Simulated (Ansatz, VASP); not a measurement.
MnS in VASP and in Ansatz

File INCAR:

```
SYSTEM = MnS
PREC     = Accurate       ! precision mode
ENCUT    = 520            ! plane-wave cutoff, eV
EDIFF    = 1E-6           ! SCF threshold, eV
ISMEAR   = -1             ! smearing method
SIGMA    = 0.05           ! smearing width, eV
LREAL    = .False.        ! projectors in reciprocal space
LASPH    = .True.         ! aspherical terms in the spheres
NELM     = 150            ! most SCF steps
ALGO     = Normal         ! electronic algorithm
ISIF     = 2              ! what is computed and relaxed
LWAVE    = .False.        ! write WAVECAR
LCHARG   = .True.         ! write CHGCAR
ISPIN    = 2              ! spin polarisation
MAGMOM   = 4 0            ! initial moments
LORBIT   = 11             ! projections on sites
LMAXMIX  = 4              ! l up to which the mixer works
GGA      = RP             ! functional
IVDW     = 12             ! dispersion correction
LELF     = .True.         ! ELF
LVHAR    = .True.       
NBANDS   = 20             ! bands
```

File KPOINTS:

```
regular mesh
0
Gamma
  9 9 9
  0 0 0
```

POSCAR

```
MnS
1.0
    0.0000000000      2.5219750179      2.5219750179
    2.5219750179      0.0000000000      2.5219750179
    2.5219750179      2.5219750179      0.0000000000
Mn S
1 1
Direct
    0.0000000000      0.0000000000      0.0000000000
    0.7500000000      0.7500000000      0.7500000000
```

File input.yaml:

```yaml
crystal:
  lattice:
    - [0.0, 2.5219750179, 2.5219750179]
    - [2.5219750179, 0.0, 2.5219750179]
    - [2.5219750179, 2.5219750179, 0.0]
  atoms:
    - { symbol: Mn, position: [0.0, 0.0, 0.0], spin: 4.0 }
    - { symbol: S, position: [0.75, 0.75, 0.75] }
hamiltonian:
  xc: rpbe
  pseudopotentials: { kind: paw }
  dispersion: d3bj
magnetization:
  spin_polarized: true
kpoints:
  mp_grid: { grid: [9, 9, 9] }
scf:
  occupations: { method: fermi_dirac, width: 0.05 }
output:
  forces: true
  stress: true
  eigenvalues: true
```

Alike in both runs: task single point; functional RPBE; dispersion D3(BJ); k mesh 9 × 9 × 9; occupations fermi-dirac, width 0.05 eV; collinear spin.

|  | VASP | Ansatz |
| --- | --- | --- |
| version | VASP 6.6.1 | Ansatz 0.2.0 |
| potentials or method | VASP PAW PBE potentials, release 64 (Mn_pv, S) | Ansatz PAW |
| plane-wave cutoff (eV) | 520 | 420 |
| valence electrons in the cell | 19 | 21 |

Ansatz gave:

| Quantity | Value |
| --- | --- |
| gap on the k mesh at the Fermi level (eV) | none |
| pressure (GPa) | -23.0 |
| net moment per atom (μB) | 0.13 |
| size of the moment on the site where the two differ most (μB) | 0.23 |

**Question.** What did VASP give for the same quantities?

**Answer.** gap on the k mesh at the Fermi level (eV): none; pressure (GPa): -6.3; net moment per atom (μB): 1.43; size of the moment on the site where the two differ most (μB): 2.72.

The net moments are unlike, so the other rows may belong to different states. VASP's potentials were made for PBE, not for RPBE. Site moments also hang on the region over which each program counts them. A gap of «none» marks a metal or a gap that the smearing closes. VASP's potentials hold 19 valence electrons a cell and Ansatz's 21, so a difference there can come from the potentials and not from the codes.
